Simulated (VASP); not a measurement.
# C in VASP: notebook

The runs below take C through single point, with r2SCAN, HSE06.

Everything below comes from runs of VASP 6.6.1. Logs are shortened: lines on timing, memory, paths and dates and some standing lists are left out, and cuts for length are marked.

## 1. The cell of the first run

It takes space group R-3m (No. 166, trigonal). Conventional cell: a = 2.618 Å, b = 2.618 Å, c = 6.145 Å, α = 90.00°, β = 90.00°, γ = 120.00°. Within 2.0 Å of C (site symmetry 3m) lie 4 C at 1.54 to 1.60 Å.

## 2. Single point, r2SCAN (epitaxial 111 strain +4.0%)

Contents of POSCAR:

```
C
1.0
   -0.0516797267      1.7996493800      1.7996493800
    1.7996493800     -0.0516797267      1.7996493800
    1.7996493800      1.7996493800     -0.0516797267
C
2
Direct
   -0.0000596674     -0.0000596674     -0.0000596674
    0.2500596674      0.2500596674      0.2500596674
```

Contents of INCAR.step1:

```
  PREC = Accurate
  ENCUT = 520
  ISMEAR = 0
  SIGMA = 0.01
  LREAL = False
  LASPH = True
  NELM = 100
  NBANDS = 11
  GGA = PE
  ALGO = Normal
  EDIFF = 1E-4
  LWAVE = True
  LCHARG = False
```

Contents of INCAR.step2:

```
  PREC = Accurate
  ENCUT = 520
  EDIFF = 1E-6
  ISMEAR = 0
  SIGMA = 0.01
  LREAL = False
  LASPH = True
  NELM = 100
  ALGO = Normal
  ISIF = 2
  LWAVE = False
  LCHARG = False
  METAGGA = R2SCAN
  LMIXTAU = True
  NBANDS = 11
  ISTART = 1
```

Contents of KPOINTS:

```
Automatic mesh
0
Gamma
  12 12 12
```

Potentials or basis: VASP PAW PBE potentials, release 64 (C).

Command:

```sh
cat potpaw_PBE.64/C/POTCAR > POTCAR
cp INCAR.step1 INCAR
mpirun -np 1 vasp_std > vasp.out
cp INCAR.step2 INCAR
mpirun -np 1 vasp_std > vasp.out
```

OUTCAR:

```text
PREC = Accurate
   ENCUT = 520
   EDIFF = 1E-6
   ISMEAR = 0
   LREAL = False
   LASPH = True
   NELM = 100
   ISIF = 2
   METAGGA = R2SCAN
   ISTART = 1

 ion  position               nearest neighbor table
   1  1.000  1.000  1.000-   2 1.54   2 1.60   2 1.60   2 1.60
   2  0.250  0.250  0.250-   1 1.54   1 1.60   1 1.60   1 1.60

  LATTYP: Found a trigonal (rhomboedric) cell.
 ALAT       =     2.5456132024
 COS(alpha) =     0.4710892075

  Lattice vectors:

 A1 = (  -0.0516797267,   1.7996493800,   1.7996493800)
 A2 = (   1.7996493800,  -0.0516797267,   1.7996493800)
 A3 = (   1.7996493800,   1.7996493800,  -0.0516797267)

Analysis of symmetry for initial positions (statically):
=====================================================================
 Subroutine PRICEL returns:
 Original cell was already a primitive cell.

 Routine SETGRP: Setting up the symmetry group for a
 trigonal (rhombohedral) supercell.

 Subroutine GETGRP returns: Found 12 space group operations
 (whereof  6 operations were pure point group operations)
 out of a pool of 12 trial point group operations.

The static configuration has the point symmetry C_3v.
 The point group associated with its full space group is D_3d.

Analysis of symmetry for dynamics (positions and initial velocities):
=====================================================================
 Subroutine PRICEL returns:
 Original cell was already a primitive cell.

 Routine SETGRP: Setting up the symmetry group for a
 trigonal (rhombohedral) supercell.

 Subroutine GETGRP returns: Found 12 space group operations
 (whereof  6 operations were pure point group operations)
 out of a pool of 12 trial point group operations.

The dynamic configuration has the point symmetry C_3v.
 The point group associated with its full space group is D_3d.

 Subroutine INISYM returns: Found 12 space group operations
 (whereof  6 operations are pure point group operations),
 and found     1 'primitive' translations

----------------------------------------------------------------------------------------

                                     Primitive cell

  volume of cell :      12.1592

  direct lattice vectors                    reciprocal lattice vectors
    -0.051679727  1.799649380  1.799649380    -0.266141918  0.274010557  0.274010557
     1.799649380 -0.051679727  1.799649380     0.274010557 -0.266141918  0.274010557
     1.799649380  1.799649380 -0.051679727     0.274010557  0.274010557 -0.266141918

  length of vectors
     2.545613202  2.545613202  2.545613202     0.470101150  0.470101150  0.470101150

  position of ions in fractional coordinates (direct lattice)
     0.999940333  0.999940333  0.999940333
     0.250059667  0.250059667  0.250059667

  ion indices of the primitive-cell ions
   primitive index   ion index
                 1           1
                 2           2

----------------------------------------------------------------------------------------

 KPOINTS: Automatic mesh

Automatic generation of k-mesh.
 Grid dimensions read from file:
 generate k-points for:   12   12   12

 Generating k-lattice:

  Cartesian coordinates                     Fractional coordinates (reciprocal lattice)
    -0.022178493  0.022834213  0.022834213     0.083333333  0.000000000  0.000000000
     0.022834213 -0.022178493  0.022834213     0.000000000  0.083333333  0.000000000
     0.022834213  0.022834213 -0.022178493     0.000000000  0.000000000  0.083333333

  Length of vectors
     0.039175096  0.039175096  0.039175096

  Shift w.r.t. Gamma in fractional coordinates (k-lattice)
     0.000000000  0.000000000  0.000000000

 Subroutine IBZKPT returns following result:
 ===========================================

 Found    189 irreducible k-points:

 Following reciprocal coordinates:
            Coordinates               Weight
  0.000000  0.000000  0.000000      1.000000
  0.083333  0.000000  0.000000      6.000000
  0.166667  0.000000  0.000000      6.000000
  0.250000  0.000000  0.000000      6.000000
  0.333333  0.000000  0.000000      6.000000
  0.416667 -0.000000 -0.000000      6.000000
[... 16 lines left out ...]
  0.500000  0.166667  0.000000     12.000000
 -0.416667  0.166667  0.000000     12.000000
 [... further k-points ...]
   k-points           NKPTS =    189   k-points in BZ     NKDIM =    189   number of bands    NBANDS=     11
   number of dos      NEDOS =    301   number of ions     NIONS =      2
   total plane-waves  NPLWV =   8000
   dimension x,y,z NGX =    20 NGY =   20 NGZ =   20
   dimension x,y,z NGXF=    40 NGYF=   40 NGZF=   40
   ions per type =               2
   NGX,Y,Z   is equivalent  to a cutoff of  13.06, 13.06, 13.06 a.u.
   NGXF,Y,Z  is equivalent  to a cutoff of  26.12, 26.12, 26.12 a.u.
 SYSTEM =  unknown system
   PREC   = accura    normal or accurate (medium, high low for compatibility)
   ISTART =      1    job   : 0-new  1-cont  2-samecut
   ICHARG =      0    charge: 1-file 2-atom 10-const
   ISPIN  =      1    spin polarized calculation?
   LNONCOLLINEAR =      F non collinear calculations
   LSORBIT =      F    spin-orbit coupling
   LASPH  =      T    aspherical Exc in radial PAW
   ENCUT  =  520.0 eV  38.22 Ry    6.18 a.u.   4.73  4.73  4.73*2*pi/ulx,y,z
   NELM   =    100;   NELMIN=  2; NELMDL=  0     # of ELM steps
   EDIFF  = 0.1E-05   stopping-criterion for ELM
   LREAL  =      F    real-space projection
   EDIFFG = 0.1E-04   stopping-criterion for IOM
   NSW    =      0    number of steps for IOM
   IBRION =     -1    ionic relax: 0-MD 1-quasi-New 2-CG
   NFREE  =      0    steps in history (QN), initial steepest desc. (CG)
   ISIF   =      2    stress and relaxation
   ISYM   =      2    0-nonsym 1-usesym 2-fastsym
   POTIM  = 0.5000    time-step for ionic-motion
   TEBEG  =    0.0;   TEEND  =   0.0 temperature during run
   PSTRESS=    0.0 pullay stress
   NELECT =       8.0000    total number of electrons
   NUPDOWN=      -1.0000    fix difference up-down
   EMIN   =  10.00;   EMAX   =-10.00  energy-range for DOS
   EFERMI =   0.00;   METHOD = LEGACY
   ISMEAR =     0;   SIGMA  =   0.01  broadening in eV -4-tet -1-fermi 0-gaus
   EFERMI_NEDOS =   21; number of points for ismear=-14 and -15
   IALGO  =     38    algorithm
   IMIX   =      4    mixing-type and parameters
     AMIX     =   0.40;   BMIX     =  1.00
     AMIX_MAG =   1.60;   BMIX_MAG =  1.00
  volume/ion in A,a.u.               =       6.08        41.03
  Fermi-wavevector in a.u.,A,eV,Ry     =   1.423869  2.690723 27.584497  2.027403
  Thomas-Fermi vector in A             =   2.544421
   LORBIT       =      0    0 simple, 1 ext, 2 COOP (PROOUT), +10 PAW based schemes
   METAGGA = R2SCAN    functional components
   LHFCALC =     F    Hartree Fock is set to
   AEXX    =    0.0000 exact exchange contribution
   IVDW    =     0    specifies the selected vdW correction
   LEPSILON=     F    determine dielectric tensor
   LRPA    =     F    only Hartree local field effects (RPA)
 non-spin polarized calculation
 Gauss-broadening in eV      SIGMA  =   0.01
  energy-cutoff  :      520.00
  volume of cell :       12.16
 maximum number of plane-waves:       336
   NGX =  9   NGY =  9   NGZ =  9

 number of electron       8.0000001 magnetization

 Free energy of the ion-electron system (eV)
  ---------------------------------------------------
  ext. energy  EPLUGINS =         0.00000000
  ---------------------------------------------------
  free energy    TOTEN  =       -19.53277969 eV

  energy without entropy =      -19.53277969  energy(sigma->0) =      -19.53277969

 E-fermi :   8.8704     XC(G=0): -13.8795

 val. band max:        8.7477138295   @ k =   0.0000   0.0000   0.0000
 cond. band min:      12.8571304365   @ k =   0.4167   0.4167  -0.0000
 fundamental gap:      4.1094166070
 Fermi energy:         8.8704132987

 k-point     1 :       0.0000    0.0000    0.0000
  band No.  band energies     occupation
      1     -13.0361      2.00000
      2       8.6737      2.00000
      3       8.7477      2.00000
      4       8.7477      2.00000
      5      13.9645      0.00000
      6      13.9645      0.00000
      7      15.0293      0.00000
      8      21.1457      0.00000
      9      28.2327      0.00000
     10      35.3989      0.00000
     11      35.3989      0.00000

 k-point     2 :       0.0833    0.0000    0.0000
  band No.  band energies     occupation
      1     -12.8487      2.00000
      2       7.4053      2.00000
      3       8.3939      2.00000
      4       8.4455      2.00000
      5      14.3737      0.00000
      6      14.7005      0.00000
      7      15.5145      0.00000
      8      21.3588      0.00000
      9      28.5405      0.00000
     10      33.3064      0.00000
     11      33.8259      0.00000

 k-point     3 :       0.1667    0.0000    0.0000
  band No.  band energies     occupation
      1     -12.2893      2.00000
      2       4.7790      2.00000
      3       7.7375      2.00000
      4       7.7923      2.00000
      5      15.2747      0.00000
      6      15.6817      0.00000
      7      16.5695      0.00000
      8      22.0125      0.00000
      9      29.1962      0.00000
     10      31.6438      0.00000
     11      32.5271      0.00000

 k-point     4 :       0.2500    0.0000    0.0000
  band No.  band energies     occupation
      1     -11.3696      2.00000
      2       1.9159      2.00000
      3       7.0366      2.00000
      4       7.1225      2.00000
      5      16.1489      0.00000
      6      16.3531      0.00000
      7      17.4405      0.00000
      8      22.9757      0.00000
      9      29.6240      0.00000
     10      31.0871      0.00000
     11      32.3269      0.00000

 k-point     5 :       0.3333    0.0000    0.0000
  band No.  band energies     occupation
      1     -10.1203      2.00000
      2      -0.8369      2.00000
      3       6.4670      2.00000
      4       6.5939      2.00000
      5      16.6891      0.00000
      6      16.6926      0.00000
      7      17.9547      0.00000
      8      23.9209      0.00000
      9      29.8232      0.00000
     10      31.7187      0.00000
     11      33.1963      0.00000
[... 211 lines left out ...]
 k-point    21 :       0.3333    0.1667    0.0000
  band No.  band energies     occupation
      1     -10.2943      2.00000
      2       1.1738      2.00000
      3       5.1119      2.00000
      4       5.3484      2.00000
      5      14.8129      0.00000
      6      18.9942      0.00000
      7      19.8120      0.00000
      8      20.5748      0.00000
      9      29.3865      0.00000
     10      30.8825      0.00000
     11      36.2108      0.00000

 k-point    22 :       0.4167    0.1667   -0.0000
  band No.  band energies     occupation
      1      -8.9563      2.00000
      2      -1.3309      2.00000
      3       4.4974      2.00000
      4       4.9238      2.00000
      5      15.6403      0.00000
      6      19.2174      0.00000
      7      20.1519      0.00000
      8      21.2336      0.00000
      9      29.9105      0.00000
     10      31.3524      0.00000
     11      36.2727      0.00000

 k-point    23 :       0.5000    0.1667    0.0000
  band No.  band energies     occupation
      1      -7.5290      2.00000
      2      -3.4013      2.00000
      3       3.7879      2.00000
      4       4.9789      2.00000
      5      16.1562      0.00000
      6      19.2161      0.00000
      7      20.1054      0.00000
      8      22.7080      0.00000
      9      29.1215      0.00000
     10      32.5565      0.00000
     11      35.5744      0.00000

 k-point    24 :      -0.4167    0.1667    0.0000
  band No.  band energies     occupation
      1      -7.2490      2.00000
      2      -3.7419      2.00000
      3       3.2844      2.00000
      4       5.3182      2.00000
      5      16.5783      0.00000
      6      18.9585      0.00000
      7      19.9527      0.00000
      8      24.0156      0.00000
      9      28.3057      0.00000
     10      33.2006      0.00000
     11      33.6326      0.00000

 [... further k-points ...]

------------------------ aborting loop because EDIFF is reached ----------------------------------------

  FORCE on cell =-STRESS in cart. coord.  units (eV):
  Direction    XX          YY          ZZ          XY          YZ          ZX
  --------------------------------------------------------------------------------------
  -------------------------------------------------------------------------------------
  Total       -2.0938040     -2.0938040     -2.0938040      1.0870897      1.0870897      1.0870897
  in kB     -275.8940768   -275.8940768   -275.8940768    143.2424487    143.2424487    143.2424487
  external PRESSURE =    -275.8940768 kB  Pullay stress =       0.0000000 kB

 VOLUME and BASIS-vectors are now :
 -----------------------------------------------------------------------------
  energy-cutoff  :      520.00
  volume of cell :       12.16
      direct lattice vectors                 reciprocal lattice vectors
    -0.051679727  1.799649380  1.799649380    -0.266141918  0.274010557  0.274010557
     1.799649380 -0.051679727  1.799649380     0.274010557 -0.266141918  0.274010557
     1.799649380  1.799649380 -0.051679727     0.274010557  0.274010557 -0.266141918

 POSITION                                       TOTAL-FORCE (eV/Angst)
 -----------------------------------------------------------------------------------
      3.54741      3.54741      3.54741        -0.009898     -0.009898     -0.009898
      0.88712      0.88712      0.88712         0.009898      0.009898      0.009898
 -----------------------------------------------------------------------------------
    total drift:                                0.000000      0.000000     -0.000000

  FREE ENERGIE OF THE ION-ELECTRON SYSTEM (eV)
  ---------------------------------------------------
  free  energy   TOTEN  =       -19.5327796865 eV

  energy  without entropy=      -19.5327796865  energy(sigma->0) =      -19.53277969
```

It took 1.8 min on 1 thread of Intel Xeon 8259CL, shared host; peak memory 0.13 GiB.

What came out:

| Property | Result |
| --- | --- |
| Free energy | -19.5328 eV |
| Pressure | -27.6 GPa |
| Largest force | 0.017 eV/Å |
| Band gap on the k mesh | 4.11 eV (least direct gap 5.22 eV) |

Forces on the atoms (eV/Å):
```
C   -0.010 -0.010 -0.010
C    0.010  0.010  0.010
```

Caveat: the cell differs from its parent crystal (epitaxial 111 strain +4.0%); the cell stands under tension; the PAW data sets were made with another functional, which shifts forces and pressure a little. A k mesh can miss the band edges.

## 3. Single point, HSE06 (strain -4.0%)

Contents of POSCAR:

```
C
1.0
    0.0000000000      1.7089191755      1.7089191755
    1.7089191755      0.0000000000      1.7089191755
    1.7089191755      1.7089191755      0.0000000000
C
2
Direct
    0.0000000000      0.0000000000      0.0000000000
    0.2500000000      0.2500000000      0.2500000000
```

Contents of INCAR.step1:

```
  ALGO = Normal
  EDIFF = 1E-5
  ENCUT = 520
  GGA = PE
  ISIF = 2
  ISMEAR = 0
  LASPH = T
  LREAL = F
  LWAVE = T
  NBANDS = 11
  NELM = 100
  PREC = Accurate
  SIGMA = 0.01
```

Contents of INCAR.step2:

```
  ALGO = Normal
  EDIFF = 1E-6
  ENCUT = 520
  GGA = PE
  HFSCREEN = 0.2079
  ISIF = 2
  ISMEAR = 0
  ISTART = 1
  LASPH = T
  LCHARG = T
  LELF = T
  LHFCALC = T
  LREAL = F
  LVHAR = T
  LWAVE = F
  NBANDS = 11
  NELM = 100
  PREC = Accurate
  PRECFOCK = Normal
  SIGMA = 0.01
```

Contents of KPOINTS:

```
k-points
0
Gamma
  8 8 8
```

Potentials or basis: VASP PAW PBE potentials, release 64 (C).

Command:

```sh
cat potpaw_PBE.64/C/POTCAR > POTCAR
cp INCAR.step1 INCAR
mpirun -np 1 vasp_std > vasp.out
cp INCAR.step2 INCAR
mpirun -np 1 vasp_std > vasp.out
```

Wall time 11 min (1 thread of Intel Xeon 8259CL, shared host); peak memory 0.22 GiB.

Results (log left out):

```yaml
Free_energy: -20.8319 eV
Pressure: 64.4 GPa
Band_gap_on_the_k_mesh: 5.60 eV (least direct gap 7.36 eV)
```

Levels at points of the mesh, in eV from the valence-band top:
```csv
k point,band 2,band 3,band 4,band 5,band 6,band 7
"(0.00, 0.00, 0.00)",0.00,0.00,0.00,7.36,7.36,7.36
"(0.50, 0.00, 0.00)",-16.20,-3.43,-3.43,10.58,10.58,12.23
"(0.50, 0.50, 0.00)",-15.08,-7.74,-7.74,6.20,6.20,21.37
```

Caveat: the cell differs from its parent crystal (strain -4.0%); the cell stands under pressure; the PAW data sets were made with another functional, which shifts forces and pressure a little. A k mesh can miss the band edges.
